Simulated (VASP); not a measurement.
# Te (P3_121) in VASP: a series of runs

The runs below take Te through single point, with PBEsol.

Program: VASP 6.6.1. These are calculated values, not measurements. Logs are shortened: lines on timing, memory, paths and dates and some standing lists are left out, and cuts for length are marked.

## 1. The cell of the first run

It takes space group P3_121 (No. 152, trigonal). The conventional cell has a = 4.506 Å, b = 4.506 Å, c = 5.811 Å, α = 90.00°, β = 90.00°, γ = 120.00°. Te (site symmetry 2) has 6 Te at 2.82 to 3.51 Å within 3.7 Å.

## 2. Single point, PBEsol (strained and its atoms moved)

INCAR reads:

```
SYSTEM = Te
ALGO = Normal ; EDIFF = 1E-6
ENCUT = 520 ; GGA = PS
ISIF = 2 ; ISMEAR = 0
LASPH = .TRUE. ; LCHARG = .FALSE.
LREAL = .FALSE. ; LWAVE = .FALSE.
NBANDS = 16 ; NELM = 100
PREC = Accurate ; SIGMA = 0.05
```

KPOINTS reads:

```
k-points
0
G
  9 9 6
  0 0 0
```

POSCAR reads:

```
Te
1.0
    4.5059229529      0.0000000000      0.0000000000
   -2.2529614765      3.9022437447      0.0000000000
    0.0000000000      0.0000000000      5.8109437500
Te
3
Direct
    0.7382705241      0.0000000000      0.3333333333
    0.0000000000      0.7382705241      0.6666666667
    0.2617294759      0.2617294759      0.0000000000
```

Potentials or basis: VASP PAW PBE potentials, release 64 (Te).

Command:

```console
$ cat potpaw_PBE.64/Te/POTCAR > POTCAR
$ mpirun -np 1 vasp_std > vasp.out
```

OUTCAR:

```text
SYSTEM = Te
   EDIFF = 1E-6
   ENCUT = 520
   GGA = PS
   ISIF = 2
   ISMEAR = 0
   LASPH = .TRUE.
   LREAL = .FALSE.
   NELM = 100
   PREC = Accurate

 ion  position               nearest neighbor table
   1  0.738  0.000  0.333-   3 2.82   2 2.82   3 3.51   3 3.51   2 3.51   2 3.51
   2  0.000  0.738  0.667-   3 2.82   1 2.82   3 3.51   3 3.51   1 3.51   1 3.51
   3  0.262  0.262  0.000-   1 2.82   2 2.82   2 3.51   1 3.51   1 3.51   2 3.51

  LATTYP: Found a hexagonal cell.
 ALAT       =     4.5059229529
 C/A-ratio  =     1.2896234158

  Lattice vectors:

 A1 = (   4.5059229529,   0.0000000000,   0.0000000000)
 A2 = (  -2.2529614765,   3.9022437447,   0.0000000000)
 A3 = (   0.0000000000,   0.0000000000,   5.8109437500)

Analysis of symmetry for initial positions (statically):
=====================================================================
 Subroutine PRICEL returns:
 Original cell was already a primitive cell.

 Routine SETGRP: Setting up the symmetry group for a
 hexagonal supercell.

 Subroutine GETGRP returns: Found  6 space group operations
 (whereof  2 operations were pure point group operations)
 out of a pool of 24 trial point group operations.

The static configuration has the point symmetry C_2 .
 The point group associated with its full space group is D_3 .

Analysis of symmetry for dynamics (positions and initial velocities):
=====================================================================
 Subroutine PRICEL returns:
 Original cell was already a primitive cell.

 Routine SETGRP: Setting up the symmetry group for a
 hexagonal supercell.

 Subroutine GETGRP returns: Found  6 space group operations
 (whereof  2 operations were pure point group operations)
 out of a pool of 24 trial point group operations.

The dynamic configuration has the point symmetry C_2 .
 The point group associated with its full space group is D_3 .

 Subroutine INISYM returns: Found  6 space group operations
 (whereof  2 operations are pure point group operations),
 and found     1 'primitive' translations

----------------------------------------------------------------------------------------

                                     Primitive cell

  volume of cell :     102.1750

  direct lattice vectors                    reciprocal lattice vectors
     4.505922953  0.000000000  0.000000000     0.221930115  0.128131412  0.000000000
    -2.252961476  3.902243745  0.000000000     0.000000000  0.256262823  0.000000000
     0.000000000  0.000000000  5.810943750     0.000000000  0.000000000  0.172089086

  length of vectors
     4.505922953  4.505922953  5.810943750     0.256262824  0.256262823  0.172089086

  position of ions in fractional coordinates (direct lattice)
     0.738270524  0.000000000  0.333333333
     0.000000000  0.738270524  0.666666667
     0.261729476  0.261729476  0.000000000

  ion indices of the primitive-cell ions
   primitive index   ion index
                 1           1
                 2           2
                 3           3

----------------------------------------------------------------------------------------

 KPOINTS: k-points

Automatic generation of k-mesh.
 Grid dimensions read from file:
 generate k-points for:    9    9    6

 Generating k-lattice:

  Cartesian coordinates                     Fractional coordinates (reciprocal lattice)
     0.024658902  0.014236824  0.000000000     0.111111111  0.000000000  0.000000000
     0.000000000  0.028473647  0.000000000     0.000000000  0.111111111  0.000000000
     0.000000000  0.000000000  0.028681514     0.000000000  0.000000000  0.166666667

  Length of vectors
     0.028473647  0.028473647  0.028681514

  Shift w.r.t. Gamma in fractional coordinates (k-lattice)
     0.000000000  0.000000000  0.000000000

 Subroutine IBZKPT returns following result:
 ===========================================

 Found     62 irreducible k-points:

 Following reciprocal coordinates:
            Coordinates               Weight
  0.000000  0.000000  0.000000      1.000000
  0.111111  0.000000  0.000000      6.000000
  0.222222 -0.000000  0.000000      6.000000
  0.333333  0.000000  0.000000      6.000000
  0.444444 -0.000000  0.000000      6.000000
  0.111111  0.111111  0.000000      6.000000
[... 16 lines left out ...]
  0.222222  0.111111  0.166667     12.000000
 -0.111111  0.333333  0.166667     12.000000
 [... further k-points ...]
   k-points           NKPTS =     62   k-points in BZ     NKDIM =     62   number of bands    NBANDS=     16
   number of dos      NEDOS =    301   number of ions     NIONS =      3
   total plane-waves  NPLWV =  62208
   dimension x,y,z NGX =    36 NGY =   36 NGZ =   48
   dimension x,y,z NGXF=    72 NGYF=   72 NGZF=   96
   ions per type =               3
   NGX,Y,Z   is equivalent  to a cutoff of  13.28, 13.28, 13.73 a.u.
   NGXF,Y,Z  is equivalent  to a cutoff of  26.56, 26.56, 27.46 a.u.
 SYSTEM =  Te
   PREC   = accura    normal or accurate (medium, high low for compatibility)
   ISTART =      0    job   : 0-new  1-cont  2-samecut
   ICHARG =      2    charge: 1-file 2-atom 10-const
   ISPIN  =      1    spin polarized calculation?
   LNONCOLLINEAR =      F non collinear calculations
   LSORBIT =      F    spin-orbit coupling
   LASPH  =      T    aspherical Exc in radial PAW
   ENCUT  =  520.0 eV  38.22 Ry    6.18 a.u.   8.38  8.38 10.80*2*pi/ulx,y,z
   NELM   =    100;   NELMIN=  2; NELMDL= -5     # of ELM steps
   EDIFF  = 0.1E-05   stopping-criterion for ELM
   LREAL  =      F    real-space projection
   EDIFFG = 0.1E-04   stopping-criterion for IOM
   NSW    =      0    number of steps for IOM
   IBRION =     -1    ionic relax: 0-MD 1-quasi-New 2-CG
   NFREE  =      0    steps in history (QN), initial steepest desc. (CG)
   ISIF   =      2    stress and relaxation
   ISYM   =      2    0-nonsym 1-usesym 2-fastsym
   POTIM  = 0.5000    time-step for ionic-motion
   TEBEG  =    0.0;   TEEND  =   0.0 temperature during run
   PSTRESS=    0.0 pullay stress
   NELECT =      18.0000    total number of electrons
   NUPDOWN=      -1.0000    fix difference up-down
   EMIN   =  10.00;   EMAX   =-10.00  energy-range for DOS
   EFERMI =   0.00;   METHOD = LEGACY
   ISMEAR =     0;   SIGMA  =   0.05  broadening in eV -4-tet -1-fermi 0-gaus
   EFERMI_NEDOS =   21; number of points for ismear=-14 and -15
   IALGO  =     38    algorithm
   IMIX   =      4    mixing-type and parameters
     AMIX     =   0.40;   BMIX     =  1.00
     AMIX_MAG =   1.60;   BMIX_MAG =  1.00
  volume/ion in A,a.u.               =      34.06       229.84
  Fermi-wavevector in a.u.,A,eV,Ry     =   0.917735  1.734268 11.459342  0.842238
  Thomas-Fermi vector in A             =   2.042738
   LORBIT       =      0    0 simple, 1 ext, 2 COOP (PROOUT), +10 PAW based schemes
   GGA     = PS    functional components
   LHFCALC =     F    Hartree Fock is set to
   AEXX    =    0.0000 exact exchange contribution
   IVDW    =     0    specifies the selected vdW correction
   LEPSILON=     F    determine dielectric tensor
   LRPA    =     F    only Hartree local field effects (RPA)
 non-spin polarized calculation
 Gauss-broadening in eV      SIGMA  =   0.05
  energy-cutoff  :      520.00
  volume of cell :      102.18
 maximum number of plane-waves:      2787
 NGX is ok and might be reduce to    36
   NGX = 17   NGY = 17   NGZ = 21

 number of electron      18.0000001 magnetization

 Free energy of the ion-electron system (eV)
  ---------------------------------------------------
  ext. energy  EPLUGINS =         0.00000000
  ---------------------------------------------------
  free energy    TOTEN  =       -10.51191189 eV

  energy without entropy =      -10.51191179  energy(sigma->0) =      -10.51191184

 E-fermi :   5.9331     XC(G=0):  -9.1910

 val. band max:        5.7875267881   @ k =   0.3333   0.3333   0.5000
 cond. band min:       6.0729568881   @ k =   0.3333   0.3333   0.5000
 fundamental gap:      0.2854301000
 Fermi energy:         5.9331172430

 k-point     1 :       0.0000    0.0000    0.0000
  band No.  band energies     occupation
      1      -7.9531      2.00000
      2      -4.5229      2.00000
      3      -4.5229      2.00000
      4       2.5261      2.00000
      5       2.8760      2.00000
      6       2.8760      2.00000
[... 8 lines left out ...]
     15      11.4882      0.00000
     16      12.0646      0.00000

 k-point     2 :       0.1111    0.0000    0.0000
  band No.  band energies     occupation
      1      -7.8750      2.00000
      2      -4.5545      2.00000
      3      -4.5028      2.00000
      4       1.9713      2.00000
      5       2.4892      2.00000
      6       2.7197      2.00000
[... 8 lines left out ...]
     15      11.7189      0.00000
     16      12.0465      0.00000

 k-point     3 :       0.2222   -0.0000    0.0000
  band No.  band energies     occupation
      1      -7.6528      2.00000
      2      -4.6813      2.00000
      3      -4.4484      2.00000
      4       1.2492      2.00000
      5       1.9642      2.00000
      6       2.3876      2.00000
[... 8 lines left out ...]
     15      11.9414      0.00000
     16      12.6395      0.00000

 k-point     4 :       0.3333    0.0000    0.0000
  band No.  band energies     occupation
      1      -7.3354      2.00000
      2      -4.9352      2.00000
      3      -4.3808      2.00000
      4       0.9014      2.00000
      5       1.5514      2.00000
      6       2.1219      2.00000
[... 8 lines left out ...]
     15      12.6409      0.00000
     16      13.6117      0.00000
[... 324 lines left out ...]
 k-point    22 :       0.1111    0.1111    0.1667
  band No.  band energies     occupation
      1      -7.6233      2.00000
      2      -5.3999      2.00000
      3      -3.7385      2.00000
      4       1.5589      2.00000
      5       1.8667      2.00000
      6       2.7613      2.00000
[... 8 lines left out ...]
     15      11.8813      0.00000
     16      12.1587      0.00000

 k-point    23 :       0.2222    0.1111    0.1667
  band No.  band energies     occupation
      1      -7.3525      2.00000
      2      -5.3753      2.00000
      3      -3.9237      2.00000
      4       0.9207      2.00000
      5       1.4715      2.00000
      6       2.4004      2.00000
[... 8 lines left out ...]
     15      12.7719      0.00000
     16      13.2500      0.00000

 k-point    24 :      -0.1111    0.3333    0.1667
  band No.  band energies     occupation
      1      -7.3589      2.00000
      2      -5.3091      2.00000
      3      -4.0380      2.00000
      4       1.1786      2.00000
      5       1.6141      2.00000
      6       2.6206      2.00000
[... 8 lines left out ...]
     15      12.3892      0.00000
     16      12.6146      0.00000

 [... further k-points ...]
[... 5 lines left out ...]
  --------------------------------------------------------------------------------------
  -------------------------------------------------------------------------------------
  Total       -0.0881532     -0.0881532      0.7613749      0.0000000      0.0000000      0.0000000
  in kB       -1.3823049     -1.3823049     11.9388998      0.0000000      0.0000000      0.0000000
  external PRESSURE =       3.0580966 kB  Pullay stress =       0.0000000 kB

 VOLUME and BASIS-vectors are now :
 -----------------------------------------------------------------------------
  energy-cutoff  :      520.00
  volume of cell :      102.18
      direct lattice vectors                 reciprocal lattice vectors
     4.505922953  0.000000000  0.000000000     0.221930115  0.128131412  0.000000000
    -2.252961476  3.902243745  0.000000000     0.000000000  0.256262823  0.000000000
     0.000000000  0.000000000  5.810943750     0.000000000  0.000000000  0.172089086

 POSITION                                       TOTAL-FORCE (eV/Angst)
 -----------------------------------------------------------------------------------
      3.32659      0.00000      1.93698        -0.363366     -0.000000     -0.000000
     -1.66330      2.88091      3.87396         0.181683     -0.314684     -0.000000
      0.58967      1.02133      0.00000         0.181683      0.314684      0.000000
 -----------------------------------------------------------------------------------
    total drift:                                0.000000      0.000000     -0.000000

  FREE ENERGIE OF THE ION-ELECTRON SYSTEM (eV)
  ---------------------------------------------------
  free  energy   TOTEN  =       -10.5119118859 eV

  energy  without entropy=      -10.5119117911  energy(sigma->0) =      -10.51191184
```

Wall time 2.1 min (1 thread of AMD EPYC 7R13 (Zen 3), shared host); peak memory 0.24 GiB.

What came out:

```
Free energy            : -10.5119 eV
Pressure               : 0.3 GPa
Largest force          : 0.363 eV/Å
Band gap on the k mesh : 0.29 eV, direct
```

Forces on the atoms (eV/Å):
```
Te  -0.363  0.000  0.000
Te   0.182 -0.315  0.000
Te   0.182  0.315  0.000
```

Stress tensor (GPa, compression positive):
```
-0.14  0.00  0.00
 0.00 -0.14  0.00
 0.00  0.00  1.19
```

Caveat: the cell differs from its parent crystal (strained and its atoms moved); the PAW data sets were made with another functional, which shifts forces and pressure a little; spin-orbit coupling is left out, which moves the levels of the heavy elements. A k mesh can miss the band edges.

## 3. Single point, PBEsol (strained and its atoms moved)

INCAR reads:

```
PREC     = Accurate       # precision mode
ENCUT    = 520            # plane-wave cutoff, eV
EDIFF    = 1E-6           # SCF threshold, eV
ISMEAR   = 0              # smearing method
SIGMA    = 0.05           # smearing width, eV
LREAL    = F              # projectors in reciprocal space
LASPH    = T              # aspherical terms in the spheres
NELM     = 100            # most SCF steps
ALGO     = Normal         # electronic algorithm
ISIF     = 2              # what is computed and relaxed
LWAVE    = F              # write WAVECAR
LCHARG   = F              # write CHGCAR
GGA      = PS             # functional
NBANDS   = 16             # bands
```

KPOINTS reads:

```
regular mesh
0
Gamma
  9 9 6
```

POSCAR reads:

```
Te
1.0
    4.6859815510      0.0000000000      0.0000000000
   -2.3429907756      4.0581790649      0.0000000000
    0.0000000000      0.0000000000      5.6947545000
Te
3
Direct
    0.8010789660      0.0000000000      0.3333333333
    0.0000000000      0.8010789660      0.6666666667
    0.1989210340      0.1989210340      0.0000000000
```

Potentials or basis: VASP PAW PBE potentials, release 64 (Te).

Command:

```console
$ cat potpaw_PBE.64/Te/POTCAR > POTCAR
$ mpirun -np 1 vasp_std > vasp.out
```

It took 1.8 min on 1 thread of AMD EPYC 7R13 (Zen 3), shared host; peak memory 0.23 GiB.

Results (log left out):

```
Free energy            : -8.7278 eV
Pressure               : 13.9 GPa
Largest force          : 4.897 eV/Å
Band gap on the k mesh : zero (band 9 reaches 5.30 eV, above the bottom of band 10 at 5.27 eV)
```

Forces on the atoms (eV/Å):
```
Te  -4.897  0.000  0.000
Te   2.449 -4.241  0.000
Te   2.449  4.241  0.000
```

Stress tensor (GPa, compression positive):
```
 9.34  0.00  0.00
 0.00  9.34  0.00
 0.00  0.00 22.97
```

Levels at points of the mesh, in eV from the Fermi level:
| k point | band 6 | band 7 | band 8 | band 9 | band 10 | band 11 | band 12 | band 13 |
| --- | --- | --- | --- | --- | --- | --- | --- | --- |
| (0.00, 0.00, 0.00) | -3.49 | -2.44 | -2.44 | -0.64 | 1.83 | 1.83 | 2.58 | 4.32 |
| (0.00, 0.00, 0.50) | -3.36 | -1.82 | -1.58 | -1.58 | 0.41 | 1.51 | 1.51 | 4.13 |

Caveat: the cell differs from its parent crystal (strained and its atoms moved); the PAW data sets were made with another functional, which shifts forces and pressure a little; spin-orbit coupling is left out, which moves the levels of the heavy elements.
